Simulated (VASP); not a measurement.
# BaF2 (Fm-3m) in VASP: notebook

The runs below take BaF2 through relaxation of cell and atoms, single point, with LDA, r2SCAN, HSE06.

Everything below comes from runs of VASP 6.6.1. Logs are shortened: lines on timing, memory, paths and dates and some standing lists are left out, and cuts for length are marked.

**1. The cell of the first run**

It takes space group Fm-3m (No. 225, cubic). The conventional cell has a = 6.245 Å, b = 6.245 Å, c = 6.245 Å, α = 90.00°, β = 90.00°, γ = 90.00°. Ba (site symmetry m-3m) has 8 F at 2.70 Å within 3.6 Å. F (site symmetry -43m) has 4 Ba at 2.70 Å and 6 F at 3.12 Å within 3.6 Å.

**2. Relaxation of cell and atoms, LDA**

INCAR reads:

```
SYSTEM = BaF2
  PREC = Accurate
  ENCUT = 600
  EDIFF = 1E-7
  ISMEAR = -1
  SIGMA = 0.02
  LREAL = .False.
  LASPH = .True.
  NELM = 120
  ALGO = Normal
  ISIF = 3
  LWAVE = .False.
  LCHARG = .False.
  GGA = CA
  IBRION = 2
  NSW = 80
  EDIFFG = -0.005
  GGA_COMPAT = .False.
  NELMIN = 4
```

KPOINTS reads:

```
regular mesh
0
Gamma
  6 6 6
  0 0 0
```

POSCAR reads:

```
BaF2
1.0
    0.0000000000      3.1224950771      3.1224950771
    3.1224950771      0.0000000000      3.1224950771
    3.1224950771      3.1224950771      0.0000000000
Ba F
1 2
Direct
    0.0000000000      0.0000000000      0.0000000000
    0.2500000000      0.2500000000      0.2500000000
    0.7500000000      0.7500000000      0.7500000000
```

Potentials or basis: VASP PAW LDA potentials, release 64 (Ba_sv, F).

On the command line:

```console
> cat potpaw_LDA.64/Ba_sv/POTCAR potpaw_LDA.64/F/POTCAR > POTCAR
> mpirun -np 1 vasp_std > vasp.out
```

OUTCAR:

```text
SYSTEM = BaF2
   PREC = Accurate
   ENCUT = 600
   EDIFF = 1E-7
   ISMEAR = -1
   LREAL = .False.
   LASPH = .True.
   NELM = 120
   ISIF = 3
   GGA = CA
   IBRION = 2
   NSW = 80
   EDIFFG = -0.005
   NELMIN = 4

 ion  position               nearest neighbor table
   1  0.000  0.000  0.000-   3 2.70   3 2.70   3 2.70   2 2.70   3 2.70   2 2.70   2 2.70   2 2.70

   2  0.250  0.250  0.250-   1 2.70   1 2.70   1 2.70   1 2.70
   3  0.750  0.750  0.750-   1 2.70   1 2.70   1 2.70   1 2.70

  LATTYP: Found a face centered cubic cell.
 ALAT       =     6.2449901542

  Lattice vectors:

 A1 = (   0.0000000000,   3.1224950771,   3.1224950771)
 A2 = (   3.1224950771,   0.0000000000,   3.1224950771)
 A3 = (   3.1224950771,   3.1224950771,   0.0000000000)

Analysis of symmetry for initial positions (statically):
=====================================================================
 Subroutine PRICEL returns:
 Original cell was already a primitive cell.

 Routine SETGRP: Setting up the symmetry group for a
 face centered cubic supercell.

 Subroutine GETGRP returns: Found 48 space group operations
 (whereof 48 operations were pure point group operations)
 out of a pool of 48 trial point group operations.

The static configuration has the point symmetry O_h .

Analysis of symmetry for dynamics (positions and initial velocities):
=====================================================================
 Subroutine PRICEL returns:
 Original cell was already a primitive cell.

 Routine SETGRP: Setting up the symmetry group for a
 face centered cubic supercell.

 Subroutine GETGRP returns: Found 48 space group operations
 (whereof 48 operations were pure point group operations)
 out of a pool of 48 trial point group operations.

The dynamic configuration has the point symmetry O_h .

 Subroutine INISYM returns: Found 48 space group operations
 (whereof 48 operations are pure point group operations),
 and found     1 'primitive' translations

----------------------------------------------------------------------------------------

                                     Primitive cell

  volume of cell :      60.8885

  direct lattice vectors                    reciprocal lattice vectors
     0.000000000  3.122495077  3.122495077    -0.160128355  0.160128355  0.160128355
     3.122495077  0.000000000  3.122495077     0.160128355 -0.160128355  0.160128355
     3.122495077  3.122495077  0.000000000     0.160128355  0.160128355 -0.160128355
[... 65 lines left out ...]
   NGX,Y,Z   is equivalent  to a cutoff of  13.55, 13.55, 13.55 a.u.
   NGXF,Y,Z  is equivalent  to a cutoff of  27.11, 27.11, 27.11 a.u.
 SYSTEM =  BaF2
   PREC   = accura    normal or accurate (medium, high low for compatibility)
   ISTART =      0    job   : 0-new  1-cont  2-samecut
   ICHARG =      2    charge: 1-file 2-atom 10-const
   ISPIN  =      1    spin polarized calculation?
   LNONCOLLINEAR =      F non collinear calculations
   LSORBIT =      F    spin-orbit coupling
   LASPH  =      T    aspherical Exc in radial PAW
   ENCUT  =  600.0 eV  44.10 Ry    6.64 a.u.   8.82  8.82  8.82*2*pi/ulx,y,z
   NELM   =    120;   NELMIN=  4; NELMDL= -5     # of ELM steps
   EDIFF  = 0.1E-06   stopping-criterion for ELM
   LREAL  =      F    real-space projection
   EDIFFG = -.5E-02   stopping-criterion for IOM
   NSW    =     80    number of steps for IOM
   IBRION =      2    ionic relax: 0-MD 1-quasi-New 2-CG
   NFREE  =      1    steps in history (QN), initial steepest desc. (CG)
   ISIF   =      3    stress and relaxation
   ISYM   =      2    0-nonsym 1-usesym 2-fastsym
   POTIM  = 0.5000    time-step for ionic-motion
   TEBEG  =    0.0;   TEEND  =   0.0 temperature during run
   PSTRESS=    0.0 pullay stress
   NELECT =      24.0000    total number of electrons
   NUPDOWN=      -1.0000    fix difference up-down
   EMIN   =  10.00;   EMAX   =-10.00  energy-range for DOS
   EFERMI =   0.00;   METHOD = LEGACY
   ISMEAR =    -1;   SIGMA  =   0.02  broadening in eV -4-tet -1-fermi 0-gaus
   EFERMI_NEDOS =   21; number of points for ismear=-14 and -15
   IALGO  =     38    algorithm
   IMIX   =      4    mixing-type and parameters
     AMIX     =   0.40;   BMIX     =  1.00
     AMIX_MAG =   1.60;   BMIX_MAG =  1.00
  volume/ion in A,a.u.               =      20.30       136.97
  Fermi-wavevector in a.u.,A,eV,Ry     =   1.200329  2.268292 19.603121  1.440789
  Thomas-Fermi vector in A             =   2.336167
   LORBIT       =      0    0 simple, 1 ext, 2 COOP (PROOUT), +10 PAW based schemes
   GGA     = CA    functional components
   LHFCALC =     F    Hartree Fock is set to
   AEXX    =    0.0000 exact exchange contribution
   IVDW    =     0    specifies the selected vdW correction
   LEPSILON=     F    determine dielectric tensor
   LRPA    =     F    only Hartree local field effects (RPA)
 conjugate gradient relaxation of ions
 non-spin polarized calculation
  energy-cutoff  :      600.00
  volume of cell :       60.89
 maximum number of plane-waves:      2085
   NGX = 17   NGY = 17   NGZ = 17

--------------------------------------- Ionic step        1  -------------------------------------------

 number of electron      24.0000013 magnetization

 Free energy of the ion-electron system (eV)
  ---------------------------------------------------
  ext. energy  EPLUGINS =         0.00000000
  ---------------------------------------------------
  free energy    TOTEN  =       -18.56869041 eV

  energy without entropy =      -18.56869041  energy(sigma->0) =      -18.56869041

------------------------ aborting loop because EDIFF is reached ----------------------------------------

  FORCE on cell =-STRESS in cart. coord.  units (eV):
  Direction    XX          YY          ZZ          XY          YZ          ZX
  --------------------------------------------------------------------------------------
  -------------------------------------------------------------------------------------
  Total       -1.7353579     -1.7353579     -1.7353579      0.0000000     -0.0000000      0.0000000
  in kB      -45.6629912    -45.6629912    -45.6629912      0.0000000     -0.0000000      0.0000000
  external PRESSURE =     -45.6629912 kB  Pullay stress =       0.0000000 kB
[... 61 lines left out ...]
--------------------------------------- Ionic step        3  -------------------------------------------

 number of electron      23.9999989 magnetization

 Free energy of the ion-electron system (eV)
  ---------------------------------------------------
  ext. energy  EPLUGINS =         0.00000000
  ---------------------------------------------------
  free energy    TOTEN  =       -18.63880710 eV

  energy without entropy =      -18.63880710  energy(sigma->0) =      -18.63880710

 E-fermi :  -1.7450     XC(G=0):  -9.5938

 val. band max:       -2.2434344034   @ k =  -0.1667   0.1667   0.0000
 cond. band min:       4.4000319012   @ k =   0.0000   0.0000   0.0000
 fundamental gap:      6.6434663046
 Fermi energy:        -1.7449524381

 k-point     1 :       0.0000    0.0000    0.0000
  band No.  band energies     occupation
      1     -25.0242      2.00000
      2     -20.8155      2.00000
      3     -20.6957      2.00000
      4      -9.7980      2.00000
      5      -9.7980      2.00000
      6      -9.7980      2.00000
[... 323 lines left out ...]
  FREE ENERGIE OF THE ION-ELECTRON SYSTEM (eV)
  ---------------------------------------------------
  free  energy   TOTEN  =       -18.6388071026 eV

  energy  without entropy=      -18.6388071026  energy(sigma->0) =      -18.63880710

 reached required accuracy - stopping structural energy minimisation
```

OSZICAR:

```text
N       E                     dE             d eps       ncg     rms          rms(c)
DAV:   1     0.167009243791E+03    0.16701E+03   -0.14152E+04   512   0.156E+03
DAV:   2    -0.130497342612E+02   -0.18006E+03   -0.17505E+03   656   0.307E+02
DAV:   3    -0.202058949633E+02   -0.71562E+01   -0.71474E+01   688   0.708E+01
[... 28 lines left out ...]
DAV:   4    -0.186387973221E+02    0.21949E-03   -0.12319E-03   752   0.239E-01    0.265E-02
DAV:   5    -0.186388002639E+02   -0.29418E-05   -0.37296E-05   520   0.499E-02    0.161E-02
DAV:   6    -0.186388075313E+02   -0.72674E-05   -0.14067E-05   648   0.326E-02    0.766E-03
DAV:   7    -0.186388070914E+02    0.43991E-06   -0.29146E-06   544   0.136E-02    0.176E-03
DAV:   8    -0.186388071026E+02   -0.11239E-07   -0.12372E-07   464   0.310E-03
   3 F= -.18638807E+02 E0= -.18638807E+02  d E =-.701167E-01
```

Run time: 68 s. Hardware: 1 thread of Intel Xeon Platinum 8259CL at 2.50GHz (Skylake/Cascade Lake), shared host; peak memory 0.18 GiB.

Results:

| Quantity | Value |
| --- | --- |
| Free energy | -18.6388 eV |
| Relaxed volume | 18.78 Å³/atom |
| Relaxed cell | a = 4.303 Å, b = 4.303 Å, c = 4.303 Å, α = 60.00°, β = 60.00°, γ = 60.00° |
| Space group after relaxing (to 0.1 Å) | Fm-3m (No. 225) |
| Energy gained by relaxing | 23.4 meV/atom |
| Ionic steps | 3 |
| Pressure after relaxing | 0.0 GPa |
| Band gap on the k mesh | 6.64 eV (least direct gap 6.74 eV) |

Step by step:
```
step  energy change (eV)  largest force (eV/Å)  pressure (GPa)  volume (Å³)
   1              0.0000                0.0000           -4.57        60.89
   2             -0.0695                0.0000            0.52        55.93
   3             -0.0701                0.0000            0.01        56.33
```

Final structure:
```xyz
3
Lattice="0.0000 3.0425 3.0425 3.0425 0.0000 3.0425 3.0425 3.0425 0.0000" Properties=species:S:1:pos:R:3 pbc="T T T"
Ba    0.0000    0.0000    0.0000
F     1.5213    1.5213    1.5213
F     4.5638    4.5638    4.5638
```

Caveat: spin-orbit coupling is left out, which moves the levels of the heavy elements. A k mesh can miss the band edges.

**3. Relaxation of cell and atoms, r2SCAN**

POSCAR is that of step 2.

INCAR.step1 reads:

```
SYSTEM = BaF2
ALGO = Normal
EDIFF = 1E-5
EDIFFG = -0.005
ENCUT = 660
GGA = PE
GGA_COMPAT = .FALSE.
IBRION = 2
ISIF = 3
ISMEAR = -1
LASPH = .TRUE.
LCHARG = .FALSE.
LREAL = .FALSE.
LWAVE = .TRUE.
NELM = 120
NELMIN = 4
NSW = 100
PREC = Accurate
SIGMA = 0.02
```

INCAR.step2 reads:

```
SYSTEM = BaF2
ALGO = Normal
EDIFF = 1E-7
EDIFFG = -0.005
ENCUT = 660
GGA_COMPAT = .FALSE.
IBRION = 2
ISIF = 3
ISMEAR = -1
ISTART = 1
LASPH = .TRUE.
LCHARG = .FALSE.
LMIXTAU = .TRUE.
LREAL = .FALSE.
LWAVE = .FALSE.
METAGGA = R2SCAN
NELM = 120
NELMIN = 4
NSW = 80
PREC = Accurate
SIGMA = 0.02
```

KPOINTS reads:

```
k-points
0
G
  6 6 6
  0 0 0
```

Potentials or basis: VASP PAW PBE potentials, release 64 (Ba_sv, F).

On the command line:

```console
> cat potpaw_PBE.64/Ba_sv/POTCAR potpaw_PBE.64/F/POTCAR > POTCAR
> cp INCAR.step1 INCAR
> mpirun -np 1 vasp_std > vasp.out
> cp INCAR.step2 INCAR
> mpirun -np 1 vasp_std > vasp.out
```

It took 5.8 min on 1 thread of Intel Xeon Platinum 8259CL at 2.50GHz (Skylake/Cascade Lake), shared host; peak memory 0.27 GiB.

Results (log left out):

```yaml
Free_energy: -45.0728 eV
Relaxed_volume: 20.09 Å³/atom
Relaxed_cell: a = 4.401 Å, b = 4.401 Å, c = 4.401 Å, α = 60.00°, β = 60.00°, γ = 60.00°
Space_group_after_relaxing_to_0.1_Å: Fm-3m (No. 225)
Energy_gained_by_relaxing: 0.4 meV/atom
Ionic_steps: 3
Pressure_after_relaxing: 0.0 GPa
Band_gap_on_the_k_mesh: 7.30 eV (least direct gap 7.36 eV)
```

Step by step:
```
step  energy change (eV)  largest force (eV/Å)  pressure (GPa)  volume (Å³)
   1              0.0000                0.0000           -0.61        60.89
   2             -0.0012                0.0000            0.07        60.21
   3             -0.0012                0.0000            0.00        60.27
```

Final structure:
```
Ba F
1.0
     0.00000    3.11194    3.11194
     3.11194    0.00000    3.11194
     3.11194    3.11194    0.00000
Ba F
1 2
Direct
  0.00000 0.00000 0.00000
  0.25000 0.25000 0.25000
  0.75000 0.75000 0.75000
```

Levels at points of the mesh, in eV from the valence-band top:
```
           k point  band 8  band 9  band 10  band 11  band 12  band 13  band 14  band 15  band 16
(0.00, 0.00, 0.00)   -1.43   -1.43    -0.06    -0.06    -0.06     7.30     9.87     9.87    12.18
(0.50, 0.00, 0.00)   -1.04   -0.62    -0.34    -0.15    -0.15     9.81     9.81     9.88    10.08
(0.50, 0.50, 0.00)   -0.33   -0.33    -0.31    -0.31    -0.11     7.68     9.80    11.33    12.76
```

Caveat: the PAW data sets were made with another functional, which shifts forces and pressure a little; spin-orbit coupling is left out, which moves the levels of the heavy elements. A k mesh can miss the band edges.

**4. Single point, HSE06**

This run uses another cell than the first one, of 19.92 Å³/atom.

POSCAR reads:

```
BaF2
1.0
    0.0000000000      3.1033267784      3.1033267784
    3.1033267784      0.0000000000      3.1033267784
    3.1033267784      3.1033267784      0.0000000000
Ba F
1 2
Direct
    0.0000000000      0.0000000000      0.0000000000
    0.2500000000      0.2500000000      0.2500000000
    0.7500000000      0.7500000000      0.7500000000
```

INCAR.step1 reads:

```
SYSTEM = BaF2
PREC = Accurate ; ENCUT = 520
EDIFF = 1E-5 ; ISMEAR = -1
SIGMA = 0.02 ; LREAL = .False.
LASPH = .True. ; NELM = 120
ALGO = Normal ; ISIF = 2
LWAVE = .True. ; LCHARG = .False.
NBANDS = 19 ; GGA = PE
GGA_COMPAT = .False.
```

INCAR.step2 reads:

```
SYSTEM = BaF2
PREC = Accurate ; ENCUT = 520
EDIFF = 1E-6 ; ISMEAR = -1
SIGMA = 0.02 ; LREAL = .False.
LASPH = .True. ; NELM = 120
ALGO = Normal ; ISIF = 2
LWAVE = .False. ; LCHARG = .False.
GGA = PE ; LHFCALC = .True.
HFSCREEN = 0.2079 ; PRECFOCK = Normal
NBANDS = 19 ; ISTART = 1
GGA_COMPAT = .False.
```

KPOINTS reads:

```
regular mesh
0
Gamma
  4 4 4
  0 0 0
```

On the command line:

```console
> cat potpaw_PBE.64/Ba_sv/POTCAR potpaw_PBE.64/F/POTCAR > POTCAR
> cp INCAR.step1 INCAR
> mpirun -np 1 vasp_std > vasp.out
> cp INCAR.step2 INCAR
> mpirun -np 1 vasp_std > vasp.out
```

It took 22 min on 1 thread of Intel Xeon Platinum 8259CL at 2.50GHz (Skylake/Cascade Lake), shared host; peak memory 0.32 GiB.

The run converged. Its results:

```
Free energy            : -20.3777 eV
Pressure               : 1.0 GPa
Band gap on the k mesh : 8.67 eV (least direct gap 8.76 eV)
```

Levels at points of the mesh, in eV from the valence-band top:
| k point | band 9 | band 10 | band 11 | band 12 | band 13 | band 14 | band 15 | band 16 |
| --- | --- | --- | --- | --- | --- | --- | --- | --- |
| (0.00, 0.00, 0.00) | -1.56 | -0.09 | -0.09 | -0.09 | 8.67 | 11.28 | 11.28 | 13.63 |
| (0.50, 0.00, 0.00) | -0.71 | -0.35 | -0.17 | -0.17 | 11.20 | 11.26 | 11.26 | 11.67 |
| (0.50, 0.50, 0.00) | -0.39 | -0.31 | -0.31 | -0.17 | 9.16 | 11.11 | 12.84 | 14.19 |

Caveat: the k points lie up to 0.44 Å⁻¹ apart; the PAW data sets were made with another functional, which shifts forces and pressure a little; spin-orbit coupling is left out, which moves the levels of the heavy elements. A k mesh can miss the band edges.

**5. The runs side by side**

```csv
task,level,potentials or basis,cell,k mesh,cutoff (eV),grid for exact exchange (PRECFOCK),share of exact exchange,screening parameter,gap on the mesh (eV),pressure (GPa),relaxed volume (Å³/atom)
relaxation of cell and atoms,LDA,"VASP PAW LDA potentials, release 64 (Ba_sv, F)","relaxed from a = 4.416 Å, angles 60.0°, 3 atoms",6 × 6 × 6,600,-,-,-,6.64,0.0,18.78
relaxation of cell and atoms,r2SCAN,"VASP PAW PBE potentials, release 64 (Ba_sv, F)","relaxed from a = 4.416 Å, angles 60.0°, 3 atoms",6 × 6 × 6,660,-,-,-,7.30,0.0,20.09
single point,HSE06,"VASP PAW PBE potentials, release 64 (Ba_sv, F)","a = 4.389 Å, angles 60.0°, 3 atoms",4 × 4 × 4,520,Normal,0.25,0.2079 1/Å,8.67,1.0,-
```

Alike in all rows: no spin polarisation; smearing fermi-dirac 0.02 eV.

Caveats: some runs use coarse meshes; spin-orbit coupling is left out, which moves the levels of the heavy elements; the PAW data sets were made with another functional, which shifts forces and pressure a little (at least some runs).

Absolute energies hang on the potentials; compare differences alone.
